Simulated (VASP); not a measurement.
# Ru (Im-3m) in VASP: a series of runs

Ru is run at these levels: PBE; tasks: density of states.

Everything below comes from runs of VASP 6.6.1. Logs are shortened: lines on timing, memory, paths and dates and some standing lists are left out, and cuts for length are marked.

## Step 1: The cell of the first run

It takes space group Im-3m (No. 229, cubic). Conventional cell: a = 2.787 Å, b = 2.787 Å, c = 2.787 Å, α = 90.00°, β = 90.00°, γ = 90.00°. Ru (site symmetry m-3m) has 14 Ru at 2.41 to 2.79 Å within 3.2 Å.

## Step 2: Density of states, PBE (volume scaled by 0.76)

The input, POSCAR:

```
Ru
1.0
   -1.3935242704      1.3935242704      1.3935242704
    1.3935242704     -1.3935242704      1.3935242704
    1.3935242704      1.3935242704     -1.3935242704
Ru
1
Direct
    0.0000000000      0.0000000000      0.0000000000
```

The input, INCAR.step1:

```
SYSTEM = Ru
PREC     = Accurate       ! precision mode
ENCUT    = 520            ! plane-wave cutoff, eV
EDIFF    = 1E-6           ! SCF threshold, eV
ISMEAR   = -1             ! smearing method
SIGMA    = 0.08           ! smearing width, eV
LREAL    = .False.        ! projectors in reciprocal space
LASPH    = .True.         ! aspherical terms in the spheres
NELM     = 100            ! most SCF steps
ALGO     = Normal         ! electronic algorithm
ISIF     = 2              ! what is computed and relaxed
LWAVE    = .False.        ! write WAVECAR
LCHARG   = .True.         ! write CHGCAR
LMAXMIX  = 4              ! l up to which the mixer works
GGA      = PE             ! functional
NBANDS   = 13             ! bands
```

The input, KPOINTS.step1:

```
Automatic mesh
0
Gamma
  18 18 18
  0 0 0
```

The input, INCAR.step2:

```
SYSTEM = Ru
PREC     = Accurate       ! precision mode
ENCUT    = 520            ! plane-wave cutoff, eV
EDIFF    = 1E-6           ! SCF threshold, eV
ISMEAR   = -5             ! smearing method
SIGMA    = 0.08           ! smearing width, eV
LREAL    = .False.        ! projectors in reciprocal space
LASPH    = .True.         ! aspherical terms in the spheres
NELM     = 100            ! most SCF steps
ALGO     = Normal         ! electronic algorithm
ISIF     = 2              ! what is computed and relaxed
LWAVE    = .False.        ! write WAVECAR
LCHARG   = .False.        ! write CHGCAR
LMAXMIX  = 4              ! l up to which the mixer works
GGA      = PE             ! functional
LORBIT   = 10             ! projections on sites
NBANDS   = 13             ! bands
NEDOS    = 1001           ! points of the DOS
ICHARG   = 11             ! starting density
```

The input, KPOINTS.step2:

```
Automatic mesh
0
Gamma
  27 27 27
  0 0 0
```

Potentials or basis: VASP PAW PBE potentials, release 64 (Ru_pv).

Launch:

```bash
cat potpaw_PBE.64/Ru_pv/POTCAR > POTCAR
cp INCAR.step1 INCAR
cp KPOINTS.step1 KPOINTS
mpirun -np 1 vasp_std > vasp.out
cp INCAR.step2 INCAR
cp KPOINTS.step2 KPOINTS
mpirun -np 1 vasp_std > vasp.out
```

OUTCAR:

```text
SYSTEM = Ru
   PREC = Accurate
   ENCUT = 520
   EDIFF = 1E-6
   ISMEAR = -5
   LREAL = .False.
   LASPH = .True.
   NELM = 100
   ISIF = 2
   GGA = PE
   LORBIT = 10
   ICHARG = 11

 ion  position               nearest neighbor table
   1  0.000  0.000  0.000-

  LATTYP: Found a body centered cubic cell.
 ALAT       =     2.7870485408

  Lattice vectors:

 A1 = (  -1.3935242704,   1.3935242704,   1.3935242704)
 A2 = (   1.3935242704,  -1.3935242704,   1.3935242704)
 A3 = (   1.3935242704,   1.3935242704,  -1.3935242704)

Analysis of symmetry for initial positions (statically):
=====================================================================
 Subroutine PRICEL returns:
 Original cell was already a primitive cell.

 Routine SETGRP: Setting up the symmetry group for a
 body centered cubic supercell.

 Subroutine GETGRP returns: Found 48 space group operations
 (whereof 48 operations were pure point group operations)
 out of a pool of 48 trial point group operations.

The static configuration has the point symmetry O_h .

Analysis of symmetry for dynamics (positions and initial velocities):
=====================================================================
 Subroutine PRICEL returns:
 Original cell was already a primitive cell.

 Routine SETGRP: Setting up the symmetry group for a
 body centered cubic supercell.

 Subroutine GETGRP returns: Found 48 space group operations
 (whereof 48 operations were pure point group operations)
 out of a pool of 48 trial point group operations.

The dynamic configuration has the point symmetry O_h .

 Subroutine INISYM returns: Found 48 space group operations
 (whereof 48 operations are pure point group operations),
 and found     1 'primitive' translations

----------------------------------------------------------------------------------------

                                     Primitive cell

  volume of cell :      10.8244

  direct lattice vectors                    reciprocal lattice vectors
    -1.393524270  1.393524270  1.393524270     0.000000000  0.358802506  0.358802506
     1.393524270 -1.393524270  1.393524270     0.358802506  0.000000000  0.358802506
     1.393524270  1.393524270 -1.393524270     0.358802506  0.358802506  0.000000000

  length of vectors
     2.413654838  2.413654838  2.413654838     0.507423370  0.507423370  0.507423370

  position of ions in fractional coordinates (direct lattice)
     0.000000000  0.000000000  0.000000000

  ion indices of the primitive-cell ions
   primitive index   ion index
                 1           1

----------------------------------------------------------------------------------------

 KPOINTS: Automatic mesh

Automatic generation of k-mesh.
 Grid dimensions read from file:
 generate k-points for:   27   27   27

 Generating k-lattice:

  Cartesian coordinates                     Fractional coordinates (reciprocal lattice)
     0.000000000  0.013288982  0.013288982     0.037037037  0.000000000  0.000000000
     0.013288982  0.000000000  0.013288982     0.000000000  0.037037037  0.000000000
     0.013288982  0.013288982  0.000000000     0.000000000  0.000000000  0.037037037

  Length of vectors
     0.018793458  0.018793458  0.018793458

  Shift w.r.t. Gamma in fractional coordinates (k-lattice)
     0.000000000  0.000000000  0.000000000

 TETIRR: Found  23679 inequivalent tetrahedra from   118098

 Subroutine IBZKPT returns following result:
 ===========================================

 Found    560 irreducible k-points:

 Following reciprocal coordinates:
            Coordinates               Weight
  0.000000  0.000000  0.000000      1.000000
  0.037037  0.000000  0.000000     12.000000
  0.074074  0.000000  0.000000     12.000000
  0.111111  0.000000  0.000000     12.000000
  0.148148  0.000000  0.000000     12.000000
  0.185185  0.000000  0.000000     12.000000
[... 16 lines left out ...]
  0.333333  0.037037 -0.000000     48.000000
  0.370370  0.037037  0.000000     48.000000
 [... further k-points ...]
   k-points           NKPTS =    560   k-points in BZ     NKDIM =    560   number of bands    NBANDS=     13
   number of dos      NEDOS =   1001   number of ions     NIONS =      1
   total plane-waves  NPLWV =   5832
   dimension x,y,z NGX =    18 NGY =   18 NGZ =   18
   dimension x,y,z NGXF=    36 NGYF=   36 NGZF=   36
   ions per type =               1
   NGX,Y,Z   is equivalent  to a cutoff of  12.40, 12.40, 12.40 a.u.
   NGXF,Y,Z  is equivalent  to a cutoff of  24.80, 24.80, 24.80 a.u.
 SYSTEM =  Ru
   PREC   = accura    normal or accurate (medium, high low for compatibility)
   ISTART =      0    job   : 0-new  1-cont  2-samecut
   ICHARG =     11    charge: 1-file 2-atom 10-const
   ISPIN  =      1    spin polarized calculation?
   LNONCOLLINEAR =      F non collinear calculations
   LSORBIT =      F    spin-orbit coupling
   LASPH  =      T    aspherical Exc in radial PAW
   ENCUT  =  520.0 eV  38.22 Ry    6.18 a.u.   4.49  4.49  4.49*2*pi/ulx,y,z
   NELM   =    100;   NELMIN=  2; NELMDL=  0     # of ELM steps
   EDIFF  = 0.1E-05   stopping-criterion for ELM
   LREAL  =      F    real-space projection
   EDIFFG = 0.1E-04   stopping-criterion for IOM
   NSW    =      0    number of steps for IOM
   IBRION =     -1    ionic relax: 0-MD 1-quasi-New 2-CG
   NFREE  =      0    steps in history (QN), initial steepest desc. (CG)
   ISIF   =      2    stress and relaxation
   ISYM   =      2    0-nonsym 1-usesym 2-fastsym
   POTIM  = 0.5000    time-step for ionic-motion
   TEBEG  =    0.0;   TEEND  =   0.0 temperature during run
   PSTRESS=    0.0 pullay stress
   NELECT =      14.0000    total number of electrons
   NUPDOWN=      -1.0000    fix difference up-down
   EMIN   =  10.00;   EMAX   =-10.00  energy-range for DOS
   EFERMI =   0.00;   METHOD = LEGACY
   ISMEAR =    -5;   SIGMA  =   0.08  broadening in eV -4-tet -1-fermi 0-gaus
   EFERMI_NEDOS =   21; number of points for ismear=-14 and -15
   IALGO  =     38    algorithm
   IMIX   =      4    mixing-type and parameters
     AMIX     =   0.40;   BMIX     =  1.00
     AMIX_MAG =   1.60;   BMIX_MAG =  1.00
  volume/ion in A,a.u.               =      10.82        73.05
  Fermi-wavevector in a.u.,A,eV,Ry     =   1.783677  3.370662 43.287004  3.181505
  Thomas-Fermi vector in A             =   2.847817
   LORBIT       =     10    0 simple, 1 ext, 2 COOP (PROOUT), +10 PAW based schemes
   GGA     = PE    functional components
   LHFCALC =     F    Hartree Fock is set to
   AEXX    =    0.0000 exact exchange contribution
   IVDW    =     0    specifies the selected vdW correction
   LEPSILON=     F    determine dielectric tensor
   LRPA    =     F    only Hartree local field effects (RPA)
 non-spin polarized calculation
 Fermi weights with tetrahedron method with Bloechl corrections
  energy-cutoff  :      520.00
  volume of cell :       10.82
 maximum number of plane-waves:       321
 NGX is ok and might be reduce to    18

 number of electron      14.0000005 magnetization

 Free energy of the ion-electron system (eV)
  ---------------------------------------------------
  ext. energy  EPLUGINS =         0.00000000
  ---------------------------------------------------
  free energy    TOTEN  =        -7.40073162 eV

  energy without entropy =       -7.40073162  energy(sigma->0) =       -7.40073162

 E-fermi :  17.6317     XC(G=0): -15.5608

 val. band max:       17.6989994863   @ k =   0.1481   0.1481   0.1481
 cond. band min:      17.5694326242   @ k =  -0.4815   0.4815   0.3333
 fundamental gap:     -0.1295668621
 Fermi energy:        17.6316754685

 k-point     1 :       0.0000    0.0000    0.0000
  band No.  band energies     occupation
      1     -24.9830      2.00000
      2     -24.9830      2.00000
      3     -24.9830      2.00000
      4       8.1647      2.00000
      5      13.6048      2.00000
      6      13.6048      2.00000
      7      13.6048      2.00000
      8      17.4174      2.00000
      9      17.4174      2.00000
     10      27.9035      0.00000
     11      34.7399      0.00000
     12      34.7399      0.00000
     13      34.7399      0.00000

 k-point     2 :       0.0370    0.0000    0.0000
  band No.  band energies     occupation
      1     -25.0158      2.00000
      2     -24.9929      2.00000
      3     -24.9833      2.00000
      4       8.2455      2.00000
      5      13.5617      2.00000
      6      13.6017      2.00000
      7      13.6791      2.00000
      8      17.3516      2.00000
      9      17.4187      2.00000
     10      27.9035      0.00000
     11      34.8000      0.00000
     12      34.8714      0.00000
     13      34.8968      0.00000

 k-point     3 :       0.0741    0.0000    0.0000
  band No.  band energies     occupation
      1     -25.1118      2.00000
      2     -25.0219      2.00000
      3     -24.9842      2.00000
      4       8.4806      2.00000
      5      13.4367      2.00000
      6      13.5896      2.00000
      7      13.9005      2.00000
      8      17.1784      2.00000
      9      17.4239      2.00098
     10      27.9035      0.00000
     11      34.9660      0.00000
     12      35.2611      0.00000
     13      35.3341      0.00000

 k-point     4 :       0.1111    0.0000    0.0000
  band No.  band energies     occupation
      1     -25.2644      2.00000
      2     -25.0682      2.00000
      3     -24.9857      2.00000
      4       8.8461      2.00000
      5      13.2418      2.00000
      6      13.5647      2.00000
      7      14.2645      2.00000
      8      16.9601      2.00000
      9      17.4365      2.02402
     10      27.9036      0.00000
     11      35.1914      0.00000
     12      35.8953      0.00000
     13      35.9534      0.00000

 k-point     5 :       0.1481    0.0000    0.0000
  band No.  band energies     occupation
      1     -25.4633      2.00000
      2     -25.1291      2.00000
      3     -24.9877      2.00000
      4       9.2936      2.00000
      5      12.9944      2.00000
      6      13.5387      2.00000
      7      14.7631      2.00000
      8      16.7726      2.00000
      9      17.4611      2.06264
     10      27.9035      0.00000
     11      35.3885      0.00000
     12      36.5961      0.00000
     13      36.7536      0.00000
[... 257 lines left out ...]
 k-point    22 :       0.2963    0.0370    0.0000
  band No.  band energies     occupation
      1     -26.5717      2.00000
      2     -25.4814      2.00000
      3     -25.0121      2.00000
      4       9.9667      2.00000
      5      11.7389      2.00000
      6      15.2618      2.00000
      7      17.0467      2.00009
      8      17.8856     -0.02443
      9      18.4481      0.00000
     10      27.9032      0.00000
     11      33.7127      0.00000
     12      35.4736      0.00000
     13      42.4113      0.00000

 k-point    23 :       0.3333    0.0370   -0.0000
  band No.  band energies     occupation
      1     -26.7810      2.00000
      2     -25.5517      2.00000
      3     -25.0147      2.00000
      4       9.7265      2.00000
      5      11.5148      2.00000
      6      16.0879      2.00000
      7      17.3474      2.04573
      8      18.0359      0.00000
      9      19.3628      0.00000
     10      27.9030      0.00000
     11      32.9886      0.00000
     12      34.4534      0.00000
     13      42.6305      0.00000

 k-point    24 :       0.3704    0.0370    0.0000
  band No.  band energies     occupation
      1     -26.9543      2.00000
      2     -25.6102      2.00000
      3     -25.0170      2.00000
      4       9.4950      2.00000
      5      11.3330      2.00000
      6      16.7625      2.00000
      7      17.6697      1.08393
      8      18.2931      0.00000
      9      20.2205      0.00000
     10      27.9028      0.00000
     11      32.3553      0.00000
     12      33.4331      0.00000
     13      41.2336      0.00000

 [... further k-points ...]

------------------------ aborting loop because EDIFF is reached ----------------------------------------

  FORCE on cell =-STRESS in cart. coord.  units (eV):
  Direction    XX          YY          ZZ          XY          YZ          ZX
  --------------------------------------------------------------------------------------
  -------------------------------------------------------------------------------------
  Total        9.9318404      9.9318404      9.9318404      0.0000000     -0.0000000      0.0000000
  in kB     1470.0655856   1470.0655856   1470.0655856      0.0000000     -0.0000000      0.0000000
  external PRESSURE =    1470.0655856 kB  Pullay stress =       0.0000000 kB

 VOLUME and BASIS-vectors are now :
 -----------------------------------------------------------------------------
  energy-cutoff  :      520.00
  volume of cell :       10.82
      direct lattice vectors                 reciprocal lattice vectors
    -1.393524270  1.393524270  1.393524270     0.000000000  0.358802506  0.358802506
     1.393524270 -1.393524270  1.393524270     0.358802506  0.000000000  0.358802506
     1.393524270  1.393524270 -1.393524270     0.358802506  0.358802506  0.000000000

 POSITION                                       TOTAL-FORCE (eV/Angst)
 -----------------------------------------------------------------------------------
      0.00000      0.00000      0.00000         0.000000     -0.000000     -0.000000
 -----------------------------------------------------------------------------------
    total drift:                               -0.000000      0.000000     -0.000000

  FREE ENERGIE OF THE ION-ELECTRON SYSTEM (eV)
  ---------------------------------------------------
  free  energy   TOTEN  =        -7.4007316246 eV

  energy  without entropy=       -7.4007316246  energy(sigma->0) =       -7.40073162

 total charge

# of ion       s       p       d       tot
------------------------------------------
    1        0.503   6.460   6.315  13.278
```

Run time: 63 s. Hardware: 1 thread of Intel Xeon 6975P-C, shared host; peak memory 0.24 GiB.

Results:

```
Valence electrons inside the program's atomic spheres : Ru 13.28
```

Levels at points of the mesh, in eV from the Fermi level:
```csv
k point,band 5,band 6,band 7,band 8,band 9,band 10
"(0.00, 0.00, 0.00)",-4.03,-4.03,-4.03,-0.21,-0.21,10.27
```

Caveat: the cell differs from its parent crystal (volume scaled by 0.76); tetrahedron occupations give inexact forces and stress in metals.

## Step 3: Density of states, PBE (volume scaled by 0.84)

The input, POSCAR:

```
Ru
1.0
   -1.4407980154      1.4407980154      1.4407980154
    1.4407980154     -1.4407980154      1.4407980154
    1.4407980154      1.4407980154     -1.4407980154
Ru
1
Direct
    0.0000000000      0.0000000000      0.0000000000
```

The input, INCAR.step1:

```
SYSTEM = Ru
PREC = Accurate
ENCUT = 520
EDIFF = 1E-7
ISMEAR = -1
SIGMA = 0.08
LREAL = .False.
LASPH = .True.
NELM = 60
ALGO = Normal
ISIF = 2
LWAVE = .False.
LCHARG = .True.
LMAXMIX = 4
GGA = PE
NBANDS = 13
```

The input, KPOINTS.step1:

```
regular mesh
0
Gamma
  18 18 18
  0 0 0
```

The input, INCAR.step2:

```
SYSTEM = Ru
PREC = Accurate
ENCUT = 520
EDIFF = 1E-7
ISMEAR = -5
SIGMA = 0.08
LREAL = .False.
LASPH = .True.
NELM = 60
ALGO = Normal
ISIF = 2
LWAVE = .False.
LCHARG = .False.
LMAXMIX = 4
GGA = PE
LORBIT = 11
NEDOS = 1001
ICHARG = 11
```

The input, KPOINTS.step2:

```
regular mesh
0
Gamma
  27 27 27
  0 0 0
```

Potentials or basis: VASP PAW PBE potentials, release 64 (Ru_pv).

Launch:

```bash
cat potpaw_PBE.64/Ru_pv/POTCAR > POTCAR
cp INCAR.step1 INCAR
cp KPOINTS.step1 KPOINTS
mpirun -np 1 vasp_std > vasp.out
cp INCAR.step2 INCAR
cp KPOINTS.step2 KPOINTS
mpirun -np 1 vasp_std > vasp.out
```

Run time: 76 s. Hardware: 1 thread of Intel Xeon 6975P-C, shared host; peak memory 0.23 GiB.

The run converged. Its results:

| Item | Value |
| --- | --- |
| Valence electrons inside the program's atomic spheres | Ru 12.98 |

Levels at points of the mesh, in eV from the Fermi level:
```tsv
k point	band 3	band 4	band 5	band 6	band 7	band 8	band 9	band 10	band 11
(0.00, 0.00, 0.00)	-42.61	-8.91	-3.50	-3.50	-3.50	-0.15	-0.15	10.36	17.20
```

Caveat: the cell differs from its parent crystal (volume scaled by 0.84); tetrahedron occupations give inexact forces and stress in metals.

## Step 4: Density of states, PBE

This run uses another cell than the first one, of 14.24 Å³/atom, 1.316 times its volume.

The input, POSCAR:

```
Ru
1.0
   -1.5270151280      1.5270151280      1.5270151280
    1.5270151280     -1.5270151280      1.5270151280
    1.5270151280      1.5270151280     -1.5270151280
Ru
1
Direct
    0.0000000000      0.0000000000      0.0000000000
```

The input, INCAR.step1:

```
SYSTEM = Ru
ALGO = Normal
EDIFF = 1E-7
ENCUT = 520
GGA = PE
ISIF = 2
ISMEAR = -1
LASPH = .True.
LCHARG = .True.
LMAXMIX = 4
LREAL = .False.
LWAVE = .False.
NBANDS = 13
NELM = 80
PREC = Accurate
SIGMA = 0.08
```

The input, KPOINTS.step1:

```
k-points
0
Gamma
  18 18 18
  0 0 0
```

The input, INCAR.step2:

```
SYSTEM = Ru
ALGO = Normal
EDIFF = 1E-7
ENCUT = 520
GGA = PE
ICHARG = 11
ISIF = 2
ISMEAR = -5
LASPH = .True.
LCHARG = .False.
LMAXMIX = 4
LORBIT = 11
LREAL = .False.
LWAVE = .False.
NBANDS = 13
NEDOS = 1001
NELM = 80
PREC = Accurate
SIGMA = 0.08
```

The input, KPOINTS.step2:

```
k-points
0
Gamma
  27 27 27
  0 0 0
```

Launch:

```bash
cat potpaw_PBE.64/Ru_pv/POTCAR > POTCAR
cp INCAR.step1 INCAR
cp KPOINTS.step1 KPOINTS
mpirun -np 1 vasp_std > vasp.out
cp INCAR.step2 INCAR
cp KPOINTS.step2 KPOINTS
mpirun -np 1 vasp_std > vasp.out
```

Wall time 88 s (1 thread of Intel Xeon 6975P-C, shared host); peak memory 0.26 GiB.

Results (log left out):

- Valence electrons inside the program's atomic spheres: Ru 12.58

Levels at points of the mesh, in eV from the Fermi level:
| k point | band 5 | band 6 | band 7 | band 8 | band 9 | band 10 |
| --- | --- | --- | --- | --- | --- | --- |
| (0.00, 0.00, 0.00) | -2.72 | -2.72 | -2.72 | -0.08 | -0.08 | 10.57 |

Caveat: tetrahedron occupations give inexact forces and stress in metals.
